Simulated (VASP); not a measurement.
# W16Cl in VASP: notebook

W16Cl is run at these levels: PBE; tasks: single point.

All numbers are computed with VASP 6.6.1; they aren't measurements. Logs are shortened: lines on timing, memory, paths and dates and some standing lists are left out, and cuts for length are marked.

## Step 1: The cell of the first run

The cell holds a slab with vacuum, 17 atoms: a = 6.367 Å, b = 6.367 Å, c = 20.143 Å, α = 90.00°, β = 90.00°, γ = 90.00°.

## Step 2: Single point, PBE

INCAR

```
SYSTEM = W16Cl
PREC = Accurate ; ENCUT = 520
EDIFF = 1E-6 ; ISMEAR = 0
SIGMA = 0.1 ; LREAL = Auto
LASPH = .True. ; NELM = 60
ALGO = Normal ; ISIF = 2
LWAVE = .False. ; LCHARG = .False.
LDIPOL = .True. ; IDIPOL = 3
DIPOL = 0.5 0.5 0.328 ; GGA = PE
NBANDS = 130
```

KPOINTS

```
Automatic mesh
0
Gamma
  4 4 1
  0 0 0
```

POSCAR

```
W16Cl
1.0
    6.3673983380      0.0000000000      0.0000000000
    0.0000000000      6.3673983380      0.0000000000
    0.0000000000      0.0000000000     20.1425770443
W Cl
16 1
Direct
    0.2500000000      0.2500000000      0.1985843217
    0.2500000000      0.7500000000      0.1985843217
    0.7500000000      0.2500000000      0.1985843217
    0.7500000000      0.7500000000      0.1985843217
    0.0000000000      0.0000000000      0.2776134142
    0.0000000000      0.5000000000      0.2776134142
    0.5000000000      0.0000000000      0.2776134142
    0.5000000000      0.5000000000      0.2776134142
    0.2500000000      0.2500000000      0.3599451664
    0.2500000000      0.7500000000      0.3599451664
    0.7500000000      0.2500000000      0.3599451664
    0.7500000000      0.7500000000      0.3599451664
    0.0000000000      0.0000000000      0.4290700751
    0.0000000000      0.5000000000      0.4290700751
    0.5000000000      0.0000000000      0.4290700751
    0.5000000000      0.5000000000      0.4290700751
    0.1875000000      0.1875000000      0.5217582457
```

Potentials or basis: VASP PAW PBE potentials, release 64 (W_sv, Cl).

Started as:

```console
$ cat potpaw_PBE.64/W_sv/POTCAR potpaw_PBE.64/Cl/POTCAR > POTCAR
$ mpirun -np 1 vasp_std > vasp.out
```

OUTCAR:

```text
SYSTEM = W16Cl
   PREC = Accurate
   ENCUT = 520
   EDIFF = 1E-6
   ISMEAR = 0
   LREAL = Auto
   LASPH = .True.
   NELM = 60
   ISIF = 2
   GGA = PE

 ion  position               nearest neighbor table
   1  0.250  0.250  0.199-   5 2.76   6 2.76   7 2.76   8 2.76   2 3.18   3 3.18   2 3.18   3 3.18
                             9 3.25
   2  0.250  0.750  0.199-   5 2.76   6 2.76   7 2.76   8 2.76   1 3.18   4 3.18   1 3.18   4 3.18
                            10 3.25
   3  0.750  0.250  0.199-   5 2.76   6 2.76   7 2.76   8 2.76   1 3.18   4 3.18   4 3.18   1 3.18
                            11 3.25
   4  0.750  0.750  0.199-   5 2.76   6 2.76   7 2.76   8 2.76   2 3.18   3 3.18   3 3.18   2 3.18
                            12 3.25
   5  0.000  0.000  0.278-   1 2.76   2 2.76   3 2.76   4 2.76   9 2.80  10 2.80  11 2.80  12 2.80
                            13 3.05   7 3.18   6 3.18   6 3.18   7 3.18
   6  0.000  0.500  0.278-   1 2.76   2 2.76   3 2.76   4 2.76   9 2.80  10 2.80  11 2.80  12 2.80
                            14 3.05   8 3.18   5 3.18   5 3.18   8 3.18
   7  0.500  0.000  0.278-   1 2.76   2 2.76   3 2.76   4 2.76   9 2.80  10 2.80  11 2.80  12 2.80
                            15 3.05   8 3.18   5 3.18   8 3.18   5 3.18
   8  0.500  0.500  0.278-   1 2.76   2 2.76   3 2.76   4 2.76   9 2.80  10 2.80  11 2.80  12 2.80
                            16 3.05   7 3.18   6 3.18   7 3.18   6 3.18
   9  0.250  0.250  0.360-  13 2.65  14 2.65  15 2.65  16 2.65   5 2.80   6 2.80   7 2.80   8 2.80
                            10 3.18  11 3.18  10 3.18  11 3.18   1 3.25
  10  0.250  0.750  0.360-  13 2.65  14 2.65  15 2.65  16 2.65   5 2.80   6 2.80   7 2.80   8 2.80
                             9 3.18  12 3.18   9 3.18  12 3.18   2 3.25
  11  0.750  0.250  0.360-  13 2.65  14 2.65  15 2.65  16 2.65   5 2.80   6 2.80   7 2.80   8 2.80
                             9 3.18  12 3.18  12 3.18   9 3.18   3 3.25
  12  0.750  0.750  0.360-  13 2.65  14 2.65  15 2.65  16 2.65   5 2.80   6 2.80   7 2.80   8 2.80
                            10 3.18  11 3.18  11 3.18  10 3.18   4 3.25
  13  0.000  0.000  0.429-  17 2.52  10 2.65  11 2.65  12 2.65   9 2.65   5 3.05  15 3.18  14 3.18
                            14 3.18  15 3.18
  14  0.000  0.500  0.429-   9 2.65  10 2.65  11 2.65  12 2.65  17 2.98   6 3.05  16 3.18  13 3.18
                            13 3.18  16 3.18
  15  0.500  0.000  0.429-   9 2.65  10 2.65  11 2.65  12 2.65  17 2.98   7 3.05  16 3.18  13 3.18
                            16 3.18  13 3.18
  16  0.500  0.500  0.429-   9 2.65  10 2.65  11 2.65  12 2.65   8 3.05  14 3.18  15 3.18  15 3.18
                            14 3.18
  17  0.188  0.188  0.522-  13 2.52  14 2.98  15 2.98

  LATTYP: Found a simple tetragonal cell.
 ALAT       =     6.3673983380
 C/A-ratio  =     3.1633920127

  Lattice vectors:

 A1 = (   6.3673983380,   0.0000000000,   0.0000000000)
 A2 = (   0.0000000000,   6.3673983380,   0.0000000000)
 A3 = (   0.0000000000,   0.0000000000,  20.1425770443)

Analysis of symmetry for initial positions (statically):
=====================================================================
 Subroutine PRICEL returns:
 Original cell was already a primitive cell.

 Routine SETGRP: Setting up the symmetry group for a
 simple tetragonal supercell.

 Subroutine GETGRP returns: Found  2 space group operations
 (whereof  2 operations were pure point group operations)
 out of a pool of 16 trial point group operations.

The static configuration has the point symmetry C_1h.

Analysis of symmetry for dynamics (positions and initial velocities):
=====================================================================
 Subroutine PRICEL returns:
 Original cell was already a primitive cell.

 Routine SETGRP: Setting up the symmetry group for a
 simple tetragonal supercell.

 Subroutine GETGRP returns: Found  2 space group operations
 (whereof  2 operations were pure point group operations)
 out of a pool of 16 trial point group operations.

The dynamic configuration has the point symmetry C_1h.

 Subroutine INISYM returns: Found  2 space group operations
 (whereof  2 operations are pure point group operations),
 and found     1 'primitive' translations

----------------------------------------------------------------------------------------

                                     Primitive cell

  volume of cell :     816.6558

  direct lattice vectors                    reciprocal lattice vectors
     6.367398338  0.000000000  0.000000000     0.157050014  0.000000000  0.000000000
     0.000000000  6.367398338  0.000000000     0.000000000  0.157050014  0.000000000
     0.000000000  0.000000000 20.142577044     0.000000000  0.000000000  0.049646080

  length of vectors
     6.367398338  6.367398338 20.142577044     0.157050014  0.157050014  0.049646080

  position of ions in fractional coordinates (direct lattice)
     0.250000000  0.250000000  0.198584322
     0.250000000  0.750000000  0.198584322
     0.750000000  0.250000000  0.198584322
     0.750000000  0.750000000  0.198584322
     0.000000000  0.000000000  0.277613414
     0.000000000  0.500000000  0.277613414
[... 9 lines left out ...]
     0.500000000  0.500000000  0.429070075
     0.187500000  0.187500000  0.521758246

  ion indices of the primitive-cell ions
   primitive index   ion index
                 1           1
                 2           2
                 3           3
                 4           4
                 5           5
                 6           6
[... 9 lines left out ...]
                16          16
                17          17

----------------------------------------------------------------------------------------

 KPOINTS: Automatic mesh

Automatic generation of k-mesh.
 Grid dimensions read from file:
 generate k-points for:    4    4    1

 Generating k-lattice:

  Cartesian coordinates                     Fractional coordinates (reciprocal lattice)
     0.039262504  0.000000000  0.000000000     0.250000000  0.000000000  0.000000000
     0.000000000  0.039262504  0.000000000     0.000000000  0.250000000  0.000000000
     0.000000000  0.000000000  0.049646080     0.000000000  0.000000000  1.000000000

  Length of vectors
     0.039262504  0.039262504  0.049646080

  Shift w.r.t. Gamma in fractional coordinates (k-lattice)
     0.000000000  0.000000000  0.000000000

 Subroutine IBZKPT returns following result:
 ===========================================

 Found      7 irreducible k-points:

 Following reciprocal coordinates:
            Coordinates               Weight
  0.000000  0.000000  0.000000      1.000000
  0.250000  0.000000  0.000000      4.000000
  0.500000  0.000000  0.000000      2.000000
  0.250000  0.250000  0.000000      2.000000
 -0.250000  0.250000  0.000000      2.000000
  0.500000  0.250000  0.000000      4.000000
  0.500000  0.500000  0.000000      1.000000
   k-points           NKPTS =      7   k-points in BZ     NKDIM =      7   number of bands    NBANDS=    130
   number of dos      NEDOS =    301   number of ions     NIONS =     17
   total plane-waves  NPLWV = 345600
   dimension x,y,z NGX =    48 NGY =   48 NGZ =  150
   dimension x,y,z NGXF=    96 NGYF=   96 NGZF=  300
   ions per type =              16   1
   NGX,Y,Z   is equivalent  to a cutoff of  12.53, 12.53, 12.38 a.u.
   NGXF,Y,Z  is equivalent  to a cutoff of  25.06, 25.06, 24.76 a.u.
 SYSTEM =  W16Cl
   PREC   = accura    normal or accurate (medium, high low for compatibility)
   ISTART =      0    job   : 0-new  1-cont  2-samecut
   ICHARG =      2    charge: 1-file 2-atom 10-const
   ISPIN  =      1    spin polarized calculation?
   LNONCOLLINEAR =      F non collinear calculations
   LSORBIT =      F    spin-orbit coupling
   LASPH  =      T    aspherical Exc in radial PAW
   ENCUT  =  520.0 eV  38.22 Ry    6.18 a.u.  11.84 11.84 37.45*2*pi/ulx,y,z
   NELM   =     60;   NELMIN=  2; NELMDL= -5     # of ELM steps
   EDIFF  = 0.1E-05   stopping-criterion for ELM
   LREAL  =      T    real-space projection
   EDIFFG = 0.1E-04   stopping-criterion for IOM
   NSW    =      0    number of steps for IOM
   IBRION =     -1    ionic relax: 0-MD 1-quasi-New 2-CG
   NFREE  =      0    steps in history (QN), initial steepest desc. (CG)
   ISIF   =      2    stress and relaxation
   ISYM   =      2    0-nonsym 1-usesym 2-fastsym
   POTIM  = 0.5000    time-step for ionic-motion
   TEBEG  =    0.0;   TEEND  =   0.0 temperature during run
   PSTRESS=    0.0 pullay stress
   NELECT =     231.0000    total number of electrons
   NUPDOWN=      -1.0000    fix difference up-down
   EMIN   =  10.00;   EMAX   =-10.00  energy-range for DOS
   EFERMI =   0.00;   METHOD = LEGACY
   ISMEAR =     0;   SIGMA  =   0.10  broadening in eV -4-tet -1-fermi 0-gaus
   EFERMI_NEDOS =   21; number of points for ismear=-14 and -15
   IALGO  =     38    algorithm
   IMIX   =      4    mixing-type and parameters
     AMIX     =   0.40;   BMIX     =  1.00
     AMIX_MAG =   1.60;   BMIX_MAG =  1.00
  volume/ion in A,a.u.               =      48.04       324.18
  Fermi-wavevector in a.u.,A,eV,Ry     =   1.074647  2.030788 15.712906  1.154866
  Thomas-Fermi vector in A             =   2.210481
   LORBIT       =      0    0 simple, 1 ext, 2 COOP (PROOUT), +10 PAW based schemes
   GGA     = PE    functional components
   LHFCALC =     F    Hartree Fock is set to
   AEXX    =    0.0000 exact exchange contribution
   IVDW    =     0    specifies the selected vdW correction
   LEPSILON=     F    determine dielectric tensor
   LRPA    =     F    only Hartree local field effects (RPA)
 non-spin polarized calculation
 Gauss-broadening in eV      SIGMA  =   0.10
  energy-cutoff  :      520.00
  volume of cell :      816.66
 maximum number of plane-waves:     22040
   NGX = 23   NGY = 23   NGZ = 75

 dipolmoment           0.000000      0.000000     -0.013731 electrons x Angstroem

 number of electron     230.9999963 magnetization

 dipolmoment           0.000000      0.000000      0.048629 electrons x Angstroem

 Free energy of the ion-electron system (eV)
  ---------------------------------------------------
  ext. energy  EPLUGINS =         0.00000000
  ---------------------------------------------------
  free energy    TOTEN  =      -190.54770678 eV

  energy without entropy =     -190.43563270  energy(sigma->0) =     -190.49166974

 E-fermi :   0.8620     XC(G=0):  -5.6394

 val. band max:        0.8524394205   @ k =   0.5000   0.5000   0.0000
 cond. band min:       0.8633347445   @ k =   0.5000   0.5000   0.0000
 fundamental gap:      0.0108953240
 Fermi energy:         0.8620287901

 k-point     1 :       0.0000    0.0000    0.0000
  band No.  band energies     occupation
      1     -73.0222      2.00000
      2     -72.9611      2.00000
      3     -72.9557      2.00000
      4     -72.9550      2.00000
      5     -72.9545      2.00000
      6     -72.9383      2.00000
[... 119 lines left out ...]
    126       2.5059      0.00000
    127       2.5291      0.00000

 k-point     2 :       0.2500    0.0000    0.0000
  band No.  band energies     occupation
      1     -73.0154      2.00000
      2     -72.9743      2.00000
      3     -72.9566      2.00000
      4     -72.9546      2.00000
      5     -72.9472      2.00000
      6     -72.9401      2.00000
[... 769 lines left out ...]
    126       2.2255      0.00000
    127       2.3281      0.00000
 [bands above 127 left out]

------------------------ aborting loop because EDIFF is reached ----------------------------------------

 vacuum level on the upper side and lower side of the slab       (xc-potential included)        -0.041        -0.248

  FORCE on cell =-STRESS in cart. coord.  units (eV):
  Direction    XX          YY          ZZ          XY          YZ          ZX
  --------------------------------------------------------------------------------------
  -------------------------------------------------------------------------------------
  Total      -24.4109739    -24.4109739    -10.5229427      0.6928012      0.1881162      0.1881142
  in kB      -47.8912988    -47.8912988    -20.6447066      1.3591899      0.3690607      0.3690567
  external PRESSURE =     -38.8091014 kB  Pullay stress =       0.0000000 kB

 VOLUME and BASIS-vectors are now :
 -----------------------------------------------------------------------------
  energy-cutoff  :      520.00
  volume of cell :      816.66
      direct lattice vectors                 reciprocal lattice vectors
     6.367398338  0.000000000  0.000000000     0.157050014  0.000000000  0.000000000
     0.000000000  6.367398338  0.000000000     0.000000000  0.157050014  0.000000000
     0.000000000  0.000000000 20.142577044     0.000000000  0.000000000  0.049646080

 POSITION                                       TOTAL-FORCE (eV/Angst)
 -----------------------------------------------------------------------------------
      1.59185      1.59185      4.00000         0.033579      0.033579      2.111590
      1.59185      4.77555      4.00000        -0.003670     -0.005708      1.952437
      4.77555      1.59185      4.00000        -0.005708     -0.003670      1.952437
      4.77555      4.77555      4.00000         0.006875      0.006875      2.028143
      0.00000      0.00000      5.59185        -0.074552     -0.074552     -1.932574
      0.00000      3.18370      5.59185        -0.067519      0.025908     -2.008405
[... 9 lines left out ...]
      3.18370      3.18370      8.64258        -0.266162     -0.266162      0.112171
      1.19389      1.19389     10.50956        -0.063298     -0.063298      0.015929
 -----------------------------------------------------------------------------------
    total drift:                               -0.000139     -0.000139      0.007289

  FREE ENERGIE OF THE ION-ELECTRON SYSTEM (eV)
  ---------------------------------------------------
  free  energy   TOTEN  =      -190.5477067829 eV

  energy  without entropy=     -190.4356327013  energy(sigma->0) =     -190.49166974

 vacuum level on the upper side and lower side of the slab         5.136         4.918
```

It took 33 min on 1 thread of Intel Xeon Platinum 8488C (Sapphire Rapids), shared host; peak memory 0.93 GiB.

What came out:

```yaml
Free_energy: -190.5477 eV
Largest_force: 2.149 eV/Å
Band_gap_on_the_k_mesh: zero (an odd number of electrons rules out a gap without spin polarisation)
```

Forces in eV/Å, atoms in the order of the input:
```
W    0.034  0.034  2.112
W   -0.004 -0.006  1.952
W   -0.006 -0.004  1.952
W    0.007  0.007  2.028
W   -0.075 -0.075 -1.933
W   -0.068  0.026 -2.008
W    0.026 -0.068 -2.008
W    0.060  0.060 -2.148
W    0.289  0.289 -0.951
W    0.011 -0.075 -0.182
W   -0.075  0.011 -0.182
W   -0.426 -0.426 -0.347
W    0.310  0.310  0.831
W    0.449 -0.204  0.377
W   -0.204  0.449  0.377
W   -0.266 -0.266  0.112
Cl  -0.063 -0.063  0.016
```

Caveat: spin-orbit coupling is left out, which moves the levels of the heavy elements; an odd number of electrons without spin polarisation forces a metal; a magnetic or distorted state may lie lower.

## Step 3: Single point, PBE

INCAR

```
SYSTEM = W16Cl
ALGO = Normal
DIPOL = 0.5 0.5 0.329
EDIFF = 1E-6
ENCUT = 520
GGA = PE
IDIPOL = 3
ISIF = 2
ISMEAR = 0
LASPH = .True.
LCHARG = .True.
LDIPOL = .True.
LELF = .True.
LREAL = Auto
LVACPOTAV = .True.
LVHAR = .True.
LWAVE = .False.
NBANDS = 130
NELM = 60
PREC = Accurate
SIGMA = 0.1
```

KPOINTS

```
k-points
0
Gamma
  4 4 1
  0 0 0
```

POSCAR: that of step 2 with these lines changed.

```diff
@@ -24,2 +24,2 @@
     0.5000000000      0.5000000000      0.4290700751
-    0.1875000000      0.1875000000      0.5217582457
+    0.1250000000      0.1250000000      0.5336044916
```

Potentials or basis: VASP PAW PBE potentials, release 64 (W_sv, Cl).

Started as:

```console
$ cat potpaw_PBE.64/W_sv/POTCAR potpaw_PBE.64/Cl/POTCAR > POTCAR
$ mpirun -np 1 vasp_std > vasp.out
```

Wall time 24 min (1 thread of Intel Xeon 6975P-C (Granite Rapids), shared host); peak memory 0.96 GiB.

The run converged. Its results:

- Free energy: -190.5711 eV
- Largest force: 2.232 eV/Å
- Band gap on the k mesh: zero (an odd number of electrons rules out a gap without spin polarisation)

Forces on the atoms (eV/Å):
```
W    0.031  0.031  2.034
W    0.008 -0.006  1.969
W   -0.006  0.008  1.969
W   -0.003 -0.003  2.016
W   -0.056 -0.056 -1.988
W   -0.054  0.029 -2.002
W    0.029 -0.054 -2.002
W    0.034  0.034 -2.232
W    0.221  0.221 -0.614
W    0.092 -0.078 -0.191
W   -0.078  0.092 -0.191
W   -0.452 -0.452 -0.300
W    0.062  0.062  1.124
W    0.194  0.116  0.130
W    0.116  0.194  0.130
W   -0.138 -0.138  0.129
Cl   0.001  0.001  0.018
```

Levels at points of the mesh, in eV from the Fermi level:
```
           k point  band 115  band 116  band 117  band 118  band 119  band 120
(0.00, 0.00, 0.00)     -0.10      0.31      0.36      0.64      0.85      0.98
(0.50, 0.00, 0.00)     -0.11     -0.05     -0.01      0.06      0.71      0.80
(0.50, 0.50, 0.00)     -0.06     -0.06     -0.01      0.00      0.03      0.04
```

Caveat: spin-orbit coupling is left out, which moves the levels of the heavy elements; an odd number of electrons without spin polarisation forces a metal; a magnetic or distorted state may lie lower.
